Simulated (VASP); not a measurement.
# B (R3m) in VASP: a series of runs

Runs on B. Level: PBE. Tasks: relaxation of cell and atoms, single point.

Everything below comes from runs of VASP 6.6.1. Logs are shortened: lines on timing, memory, paths and dates and some standing lists are left out, and cuts for length are marked.

## Step 1: The cell of the first run

It takes space group R3m (No. 160, trigonal). The conventional cell has a = 7.877 Å, b = 7.877 Å, c = 2.579 Å, α = 90.00°, β = 90.00°, γ = 120.00°. B (site symmetry m) has 9 B at 1.85 to 2.58 Å within 2.6 Å. Within 3.3 Å of B (site symmetry m) lie 22 B at 1.85 to 3.23 Å.

## Step 2: Relaxation of cell and atoms, PBE

The input, INCAR:

```
  PREC = Accurate
  ENCUT = 600
  EDIFF = 1E-6
  ISMEAR = 0
  SIGMA = 0.1
  LREAL = F
  LASPH = T
  NELM = 100
  ALGO = Normal
  ISIF = 3
  LWAVE = F
  LCHARG = F
  GGA = PE
  IBRION = 2
  NSW = 90
  EDIFFG = -0.04
```

The input, KPOINTS:

```
Automatic mesh
0
Gamma
  6 6 6
```

The input, POSCAR:

```
B
1.0
    3.9385197400      2.2739054300      0.8598221100
   -3.9385197400      2.2739054300      0.8598221100
    0.0000000000     -4.5478108600      0.8598221100
B
6
Direct
    0.0001900000      0.2636199900      0.0001900000
    0.0001900000      0.0001900000      0.2636199900
    0.2636199900      0.0001900000      0.0001900000
    0.7288000000      0.3916000100      0.7288000000
    0.7288000000      0.7288000000      0.3916000100
    0.3916000100      0.7288000000      0.7288000000
```

Potentials or basis: VASP PAW PBE potentials, release 64 (B).

Launch:

```
$ cat potpaw_PBE.64/B/POTCAR > POTCAR
$ mpirun -np 1 vasp_std > vasp.out
```

OUTCAR:

```text
PREC = Accurate
   ENCUT = 600
   EDIFF = 1E-6
   ISMEAR = 0
   LREAL = F
   LASPH = T
   NELM = 100
   ISIF = 3
   GGA = PE
   IBRION = 2
   NSW = 90
   EDIFFG = -0.04

 ion  position               nearest neighbor table
   1  0.000  0.264  0.000-   4 1.85   6 1.85   5 1.85   6 1.95   5 1.95   2 2.08   3 2.08
   2  0.000  0.000  0.264-   5 1.85   4 1.85   6 1.85   6 1.95   4 1.95   3 2.08   1 2.08
   3  0.264  0.000  0.000-   6 1.85   4 1.85   5 1.85   4 1.95   5 1.95   2 2.08   1 2.08
   4  0.729  0.392  0.729-   1 1.85   3 1.85   2 1.85   3 1.95   2 1.95
   5  0.729  0.729  0.392-   2 1.85   1 1.85   3 1.85   3 1.95   1 1.95
   6  0.392  0.729  0.729-   3 1.85   1 1.85   2 1.85   1 1.95   2 1.95

  LATTYP: Found a trigonal (rhomboedric) cell.
 ALAT       =     4.6283774348
 COS(alpha) =    -0.4482332448

  Lattice vectors:

 A1 = (   3.9385197400,   2.2739054300,   0.8598221100)
 A2 = (  -3.9385197400,   2.2739054300,   0.8598221100)
 A3 = (   0.0000000000,  -4.5478108600,   0.8598221100)

Analysis of symmetry for initial positions (statically):
=====================================================================
 Subroutine PRICEL returns:
 Original cell was already a primitive cell.

 Routine SETGRP: Setting up the symmetry group for a
 trigonal (rhombohedral) supercell.

 Subroutine GETGRP returns: Found  6 space group operations
 (whereof  6 operations were pure point group operations)
 out of a pool of 12 trial point group operations.

The static configuration has the point symmetry C_3v.

Analysis of symmetry for dynamics (positions and initial velocities):
=====================================================================
 Subroutine PRICEL returns:
 Original cell was already a primitive cell.

 Routine SETGRP: Setting up the symmetry group for a
 trigonal (rhombohedral) supercell.

 Subroutine GETGRP returns: Found  6 space group operations
 (whereof  6 operations were pure point group operations)
 out of a pool of 12 trial point group operations.

The dynamic configuration has the point symmetry C_3v.

 Subroutine INISYM returns: Found  6 space group operations
 (whereof  6 operations are pure point group operations),
 and found     1 'primitive' translations

----------------------------------------------------------------------------------------

                                     Primitive cell

  volume of cell :      46.2025

  direct lattice vectors                    reciprocal lattice vectors
     3.938519740  2.273905430  0.859822110     0.126951249  0.073295338  0.387677090
    -3.938519740  2.273905430  0.859822110    -0.126951249  0.073295338  0.387677090
     0.000000000 -4.547810860  0.859822110     0.000000000 -0.146590676  0.387677090

  length of vectors
     4.628377438  4.628377438  4.628377435     0.414466346  0.414466346  0.414466346

  position of ions in fractional coordinates (direct lattice)
     0.000190000  0.263619990  0.000190000
     0.000190000  0.000190000  0.263619990
     0.263619990  0.000190000  0.000190000
     0.728800000  0.391600010  0.728800000
     0.728800000  0.728800000  0.391600010
     0.391600010  0.728800000  0.728800000

  ion indices of the primitive-cell ions
   primitive index   ion index
                 1           1
                 2           2
                 3           3
                 4           4
                 5           5
                 6           6

----------------------------------------------------------------------------------------

 KPOINTS: Automatic mesh

Automatic generation of k-mesh.
 Grid dimensions read from file:
 generate k-points for:    6    6    6

 Generating k-lattice:

  Cartesian coordinates                     Fractional coordinates (reciprocal lattice)
     0.021158541  0.012215890  0.064612848     0.166666667 -0.000000000  0.000000000
    -0.021158541  0.012215890  0.064612848    -0.000000000  0.166666667  0.000000000
     0.000000000 -0.024431779  0.064612848     0.000000000  0.000000000  0.166666667

  Length of vectors
     0.069077724  0.069077724  0.069077724

  Shift w.r.t. Gamma in fractional coordinates (k-lattice)
     0.000000000  0.000000000  0.000000000

 Subroutine IBZKPT returns following result:
 ===========================================

 Found     32 irreducible k-points:

 Following reciprocal coordinates:
            Coordinates               Weight
  0.000000  0.000000  0.000000      1.000000
  0.166667 -0.000000  0.000000      6.000000
  0.333333 -0.000000 -0.000000      6.000000
  0.500000  0.000000  0.000000      3.000000
  0.166667  0.166667  0.000000      6.000000
  0.333333  0.166667  0.000000     12.000000
[... 16 lines left out ...]
  0.500000  0.500000  0.166667      6.000000
 -0.333333  0.500000  0.166667     12.000000
 [... further k-points ...]
   k-points           NKPTS =     32   k-points in BZ     NKDIM =     32   number of bands    NBANDS=     13
   number of dos      NEDOS =    301   number of ions     NIONS =      6
   total plane-waves  NPLWV =  64000
   dimension x,y,z NGX =    40 NGY =   40 NGZ =   40
   dimension x,y,z NGXF=    80 NGYF=   80 NGZF=   80
   ions per type =               6
   NGX,Y,Z   is equivalent  to a cutoff of  14.37, 14.37, 14.37 a.u.
   NGXF,Y,Z  is equivalent  to a cutoff of  28.74, 28.74, 28.74 a.u.
 SYSTEM =  unknown system
   PREC   = accura    normal or accurate (medium, high low for compatibility)
   ISTART =      0    job   : 0-new  1-cont  2-samecut
   ICHARG =      2    charge: 1-file 2-atom 10-const
   ISPIN  =      1    spin polarized calculation?
   LNONCOLLINEAR =      F non collinear calculations
   LSORBIT =      F    spin-orbit coupling
   LASPH  =      T    aspherical Exc in radial PAW
   ENCUT  =  600.0 eV  44.10 Ry    6.64 a.u.   9.24  9.24  9.24*2*pi/ulx,y,z
   NELM   =    100;   NELMIN=  2; NELMDL= -5     # of ELM steps
   EDIFF  = 0.1E-05   stopping-criterion for ELM
   LREAL  =      F    real-space projection
   EDIFFG = -.4E-01   stopping-criterion for IOM
   NSW    =     90    number of steps for IOM
   IBRION =      2    ionic relax: 0-MD 1-quasi-New 2-CG
   NFREE  =      1    steps in history (QN), initial steepest desc. (CG)
   ISIF   =      3    stress and relaxation
   ISYM   =      2    0-nonsym 1-usesym 2-fastsym
   POTIM  = 0.5000    time-step for ionic-motion
   TEBEG  =    0.0;   TEEND  =   0.0 temperature during run
   PSTRESS=    0.0 pullay stress
   NELECT =      18.0000    total number of electrons
   NUPDOWN=      -1.0000    fix difference up-down
   EMIN   =  10.00;   EMAX   =-10.00  energy-range for DOS
   EFERMI =   0.00;   METHOD = LEGACY
   ISMEAR =     0;   SIGMA  =   0.10  broadening in eV -4-tet -1-fermi 0-gaus
   EFERMI_NEDOS =   21; number of points for ismear=-14 and -15
   IALGO  =     38    algorithm
   IMIX   =      4    mixing-type and parameters
     AMIX     =   0.40;   BMIX     =  1.00
     AMIX_MAG =   1.60;   BMIX_MAG =  1.00
  volume/ion in A,a.u.               =       7.70        51.96
  Fermi-wavevector in a.u.,A,eV,Ry     =   1.195668  2.259485 19.451185  1.429622
  Thomas-Fermi vector in A             =   2.331628
   LORBIT       =      0    0 simple, 1 ext, 2 COOP (PROOUT), +10 PAW based schemes
   GGA     = PE    functional components
   LHFCALC =     F    Hartree Fock is set to
   AEXX    =    0.0000 exact exchange contribution
   IVDW    =     0    specifies the selected vdW correction
   LEPSILON=     F    determine dielectric tensor
   LRPA    =     F    only Hartree local field effects (RPA)
 conjugate gradient relaxation of ions
 non-spin polarized calculation
 Gauss-broadening in eV      SIGMA  =   0.10
  energy-cutoff  :      600.00
  volume of cell :       46.20
 maximum number of plane-waves:      1560
 NGX is ok and might be reduce to    40
   NGX = 19   NGY = 19   NGZ = 19

--------------------------------------- Ionic step        1  -------------------------------------------

 number of electron      18.0000000 magnetization

 Free energy of the ion-electron system (eV)
  ---------------------------------------------------
  ext. energy  EPLUGINS =         0.00000000
  ---------------------------------------------------
  free energy    TOTEN  =       -34.57462787 eV

  energy without entropy =      -34.56780040  energy(sigma->0) =      -34.57121414

------------------------ aborting loop because EDIFF is reached ----------------------------------------

  FORCE on cell =-STRESS in cart. coord.  units (eV):
  Direction    XX          YY          ZZ          XY          YZ          ZX
  --------------------------------------------------------------------------------------
  -------------------------------------------------------------------------------------
  Total       -8.4488188     -8.4488187     -0.4110035      0.0000000      0.0000000      0.0000000
  in kB     -292.9822381   -292.9822375    -14.2524925      0.0000000      0.0000000      0.0000000
  external PRESSURE =    -200.0723227 kB  Pullay stress =       0.0000000 kB
[... 101 lines left out ...]
  FREE ENERGIE OF THE ION-ELECTRON SYSTEM (eV)
  ---------------------------------------------------
  free  energy   TOTEN  =       -35.2672850306 eV

  energy  without entropy=      -35.2613996340  energy(sigma->0) =      -35.26434233

[... ionic steps 4 to 7 ...]

--------------------------------------- Ionic step        8  -------------------------------------------

 number of electron      18.0000000 magnetization

------------------------ aborting loop because EDIFF is reached ----------------------------------------
[... 75 lines left out ...]
--------------------------------------- Ionic step       10  -------------------------------------------

 number of electron      18.0000000 magnetization

 Free energy of the ion-electron system (eV)
  ---------------------------------------------------
  ext. energy  EPLUGINS =         0.00000000
  ---------------------------------------------------
  free energy    TOTEN  =       -35.91886929 eV

  energy without entropy =      -35.91264401  energy(sigma->0) =      -35.91575665

 E-fermi :   7.5012     XC(G=0): -12.1313

 val. band max:        7.4916941466   @ k =  -0.3333   0.1667   0.1667
 cond. band min:       7.6717003962   @ k =  -0.3333   0.3333   0.0000
 fundamental gap:      0.1800062495
 Fermi energy:         7.5011868791

 k-point     1 :       0.0000    0.0000    0.0000
  band No.  band energies     occupation
      1      -9.3732      2.00000
      2      -1.2498      2.00000
      3      -0.3088      2.00000
      4      -0.3088      2.00000
      5       1.1853      2.00000
      6       1.1853      2.00000
      7       3.2509      2.00000
      8       4.3211      2.00000
      9       7.1623      2.00000
     10       7.1623      2.00000
     11       9.9560      0.00000
     12      11.2532      0.00000
     13      11.2532      0.00000
[... 354 lines left out ...]
  band No.  band energies     occupation
      1      -6.6236      2.00000
      2      -3.8235      2.00000
      3      -2.0431      2.00000
      4      -0.9345      2.00000
      5       0.4863      2.00000
      6       1.9508      2.00000
      7       2.9051      2.00000
      8       5.2115      2.00000
      9       5.9158      2.00000
     10       9.0798      0.00000
     11       9.9567      0.00000
     12      11.4286      0.00000
     13      12.4876      0.00000

 [... further k-points ...]

------------------------ aborting loop because EDIFF is reached ----------------------------------------

  FORCE on cell =-STRESS in cart. coord.  units (eV):
  Direction    XX          YY          ZZ          XY          YZ          ZX
  --------------------------------------------------------------------------------------
  -------------------------------------------------------------------------------------
  Total       -0.1541273     -0.1541273      0.0632545      0.0000000     -0.0000000      0.0000000
  in kB       -6.0259770     -6.0259770      2.4730874      0.0000000     -0.0000000      0.0000000
  external PRESSURE =      -3.1929555 kB  Pullay stress =       0.0000000 kB
[... 21 lines left out ...]
  FREE ENERGIE OF THE ION-ELECTRON SYSTEM (eV)
  ---------------------------------------------------
  free  energy   TOTEN  =       -35.9188692923 eV

  energy  without entropy=      -35.9126440069  energy(sigma->0) =      -35.91575665

 reached required accuracy - stopping structural energy minimisation
```

It took 7.3 min on 1 thread of Intel Xeon 8259CL, shared host; peak memory 0.23 GiB.

Results:

```
Free energy                           : -35.9189 eV
Relaxed volume                        : 6.83 Å³/atom
Relaxed cell                          : a = 4.182 Å, b = 4.182 Å, c = 4.182 Å, α = 114.99°, β = 114.99°, γ = 114.99°
Space group after relaxing (to 0.1 Å) : R3m (No. 160)
Energy gained by relaxing             : 224.0 meV/atom
Ionic steps                           : 10
Pressure after relaxing               : -0.3 GPa
Largest force after relaxing          : 0.028 eV/Å
Band gap on the k mesh                : zero (bands 9 and 10 overlap by 2.86 eV)
```

Forces on the atoms (eV/Å):
```
B   -0.002  0.001 -0.004
B    0.000 -0.003 -0.004
B    0.002  0.001 -0.004
B   -0.024  0.014  0.004
B    0.000 -0.028  0.004
B    0.024  0.014  0.004
```

Stress tensor (GPa, compression positive):
```
-0.60  0.00  0.00
 0.00 -0.60  0.00
 0.00  0.00  0.25
```

The path:
| step | energy change (eV) | largest force (eV/Å) | pressure (GPa) | volume (Å³) |
| --- | --- | --- | --- | --- |
| 1 | 0.0000 | 0.5403 | -20.01 | 46.20 |
| 2 | -0.6925 | 1.0032 | 9.66 | 40.01 |
| 3 | -0.6927 | 0.9730 | 8.94 | 40.11 |
| 4 | -1.1430 | 0.8815 | 16.93 | 38.61 |
| 5 | -1.1469 | 0.8149 | 18.29 | 38.40 |
| 6 | -1.2871 | 0.7327 | -6.59 | 42.15 |
| 7 | -1.3402 | 0.2537 | 0.70 | 40.84 |
| 8 | -1.3403 | 0.2357 | 0.99 | 40.79 |
| 9 | -1.3430 | 0.1257 | -1.03 | 41.09 |
| 10 | -1.3442 | 0.0280 | -0.32 | 40.98 |

Final structure:
```cif
data_structure
_symmetry_space_group_name_H-M 'P 1'
_symmetry_Int_Tables_number 1
_cell_length_a 4.1823
_cell_length_b 4.1823
_cell_length_c 4.1823
_cell_angle_alpha 114.990
_cell_angle_beta 114.990
_cell_angle_gamma 114.990
_cell_volume 40.98
loop_
_atom_site_label
_atom_site_type_symbol
_atom_site_fract_x
_atom_site_fract_y
_atom_site_fract_z
_atom_site_occupancy
B1 B 0.00615 0.26252 0.00615 1
B2 B 0.00615 0.00615 0.26252 1
B3 B 0.26252 0.00615 0.00615 1
B4 B 0.72219 0.39399 0.72219 1
B5 B 0.72219 0.72219 0.39399 1
B6 B 0.39399 0.72219 0.72219 1
```

Caveat: the k points lie up to 0.41 Å⁻¹ apart in the final cell, too coarse for converged energies and pressures of a metal.

## Step 3: Single point, PBE

This run uses another cell than the first one, of 6.81 Å³/atom.

The input, INCAR:

```
SYSTEM = B
PREC = Accurate
ENCUT = 520
EDIFF = 1E-6
ISMEAR = 0
SIGMA = 0.1
LREAL = .False.
LASPH = .True.
NELM = 100
ALGO = Normal
ISIF = 2
LWAVE = .False.
LCHARG = .False.
GGA = PE
NBANDS = 18
```

The input, KPOINTS:

```
regular mesh
0
Gamma
  12 12 12
  0 0 0
```

The input, POSCAR:

```
B
1.0
    3.5186904963      2.0315169052      0.9522967145
   -3.5186904963      2.0315169052      0.9522967145
    0.0000000000     -4.0630338105      0.9522967145
B
6
Direct
    0.0067762260      0.2638004316      0.0067762260
    0.0067762260      0.0067762260      0.2638004316
    0.2638004316      0.0067762260      0.0067762260
    0.7212687133      0.3933096896      0.7212687133
    0.7212687133      0.7212687133      0.3933096896
    0.3933096896      0.7212687133      0.7212687133
```

Potentials or basis: VASP PAW PBE potentials, release 64 (B).

Launch:

```
$ cat potpaw_PBE.64/B/POTCAR > POTCAR
$ mpirun -np 1 vasp_std > vasp.out
```

Run time: 2.8 min. Hardware: 1 thread of Intel Xeon 8259CL, shared host; peak memory 0.23 GiB.

It converged, with:

```yaml
Free_energy: -35.9377 eV
Pressure: 0.0 GPa
Largest_force: 0.004 eV/Å
Band_gap_on_the_k_mesh: zero (bands 9 and 10 overlap by 4.37 eV)
```

Forces on the atoms (eV/Å):
```
B   -0.003  0.001  0.002
B    0.000 -0.003  0.002
B    0.003  0.001  0.002
B    0.000  0.000 -0.002
B    0.000  0.000 -0.002
B    0.000  0.000 -0.002
```

Levels at points of the mesh, in eV from the Fermi level:
```csv
k point,band 5,band 6,band 7,band 8,band 9,band 10,band 11,band 12,band 13,band 14
"(0.00, 0.00, 0.00)",-6.38,-6.38,-4.33,-3.31,-0.46,-0.46,2.32,3.63,3.63,9.83
"(0.50, 0.00, 0.00)",-7.42,-5.79,-4.92,-4.58,-1.68,0.14,1.08,3.01,5.08,5.47
"(0.50, 0.50, 0.00)",-4.39,-2.29,-2.19,-0.32,0.67,0.69,1.86,2.64,2.70,5.87
"(0.50, 0.50, 0.50)",-8.69,-8.69,-2.99,-1.99,-1.99,1.66,1.66,3.72,6.75,7.88
```

## Step 4: Relaxation of cell and atoms, PBE

This run uses another cell than the first one, of 6.81 Å³/atom.

The input, INCAR:

```
  ALGO = Normal
  EDIFF = 1E-6
  EDIFFG = -0.01
  ENCUT = 600
  GGA = PE
  IBRION = 2
  ISIF = 3
  ISMEAR = 0
  LASPH = True
  LCHARG = False
  LREAL = False
  LWAVE = False
  NELM = 80
  NSW = 100
  PREC = Accurate
  SIGMA = 0.1
```

The input, KPOINTS:

```
k-points
0
Gamma
  12 12 12
```

The input, POSCAR:

```
B
1.0
    3.5210193946      2.0328614953      0.9520765013
   -3.5210193946      2.0328614953      0.9520765013
    0.0000000000     -4.0657229906      0.9520765013
B
6
Direct
    0.0061921329      0.2633609825      0.0061921329
    0.0061921329      0.0061921329      0.2633609825
    0.2633609825      0.0061921329      0.0061921329
    0.7213324902      0.3947897711      0.7213324902
    0.7213324902      0.7213324902      0.3947897711
    0.3947897711      0.7213324902      0.7213324902
```

Launch:

```
$ cat potpaw_PBE.64/B/POTCAR > POTCAR
$ mpirun -np 1 vasp_std > vasp.out
```

Run time: 9.2 min. Hardware: 1 thread of Intel Xeon 8259CL, shared host; peak memory 0.26 GiB.

The run converged. Its results:

| Quantity | Value |
| --- | --- |
| Free energy | -35.9431 eV |
| Relaxed volume | 6.80 Å³/atom |
| Relaxed cell | a = 4.172 Å, b = 4.172 Å, c = 4.172 Å, α = 114.95°, β = 114.95°, γ = 114.95° |
| Space group after relaxing (to 0.1 Å) | R3m (No. 160) |
| Energy gained by relaxing | 0.1 meV/atom |
| Ionic steps | 4 |
| Pressure after relaxing | 0.0 GPa |
| Largest force after relaxing | 0.008 eV/Å |
| Band gap on the k mesh | zero (bands 9 and 10 overlap by 4.36 eV) |

Forces on the atoms (eV/Å):
```
B    0.005 -0.003  0.000
B    0.000  0.006  0.000
B   -0.005 -0.003  0.000
B    0.007 -0.004  0.000
B    0.000  0.008  0.000
B   -0.007 -0.004  0.000
```

Stress tensor (GPa, compression positive):
```
 0.06  0.00  0.00
 0.00  0.06  0.00
 0.00  0.00 -0.03
```

Step by step:
```csv
step,energy change (eV),largest force (eV/Å),pressure (GPa),volume (Å³)
1,0.0000,0.0819,-0.22,40.89
2,-0.0005,0.0857,-0.04,40.83
3,-0.0007,0.0366,-0.11,40.85
4,-0.0008,0.0077,0.03,40.82
```

Final structure:
```
B
1.0
     3.51735    2.03074    0.95250
    -3.51735    2.03074    0.95250
     0.00000   -4.06148    0.95250
B
6
Direct
  0.00680 0.26426 0.00680
  0.00680 0.00680 0.26426
  0.26426 0.00680 0.00680
  0.72088 0.39358 0.72088
  0.72088 0.72088 0.39358
  0.39358 0.72088 0.72088
```

Levels at points of the mesh, in eV from the Fermi level:
```
           k point  band 6  band 7  band 8  band 9  band 10  band 11  band 12  band 13
(0.00, 0.00, 0.00)   -6.37   -4.31   -3.33   -0.47    -0.47     2.31     3.62     3.62
(0.50, 0.00, 0.00)   -5.78   -4.91   -4.59   -1.67     0.16     1.10     3.03     5.09
(0.50, 0.50, 0.00)   -2.26   -2.16   -0.33    0.65     0.69     1.86     2.64     2.69
(0.50, 0.50, 0.50)   -8.70   -2.97   -1.99   -1.99     1.69     1.69     3.75     6.76
```

## Step 5: Summary

| task | cell | k mesh | cutoff (eV) | gap on the mesh (eV) | pressure (GPa) | relaxed volume (Å³/atom) | largest force (eV/Å) |
| --- | --- | --- | --- | --- | --- | --- | --- |
| relaxation of cell and atoms | relaxed from a = 4.628 Å, angles 116.6°, 6 atoms, atomic positions A | 6 × 6 × 6 | 600 | none | -0.3 | 6.83 | 0.03 |
| single point | a = 4.173 Å, angles 115.0°, 6 atoms, atomic positions B | 12 × 12 × 12 | 520 | none | 0.0 | - | - |
| relaxation of cell and atoms | relaxed from a = 4.176 Å, angles 115.0°, 6 atoms, atomic positions B | 12 × 12 × 12 | 600 | none | 0.0 | 6.80 | 0.01 |

Alike in all rows: level PBE; potentials or basis VASP PAW PBE potentials, release 64 (B); no spin polarisation; smearing gaussian 0.1 eV.

Caveats: some runs use coarse meshes.

Absolute energies hang on the potentials; compare differences alone.
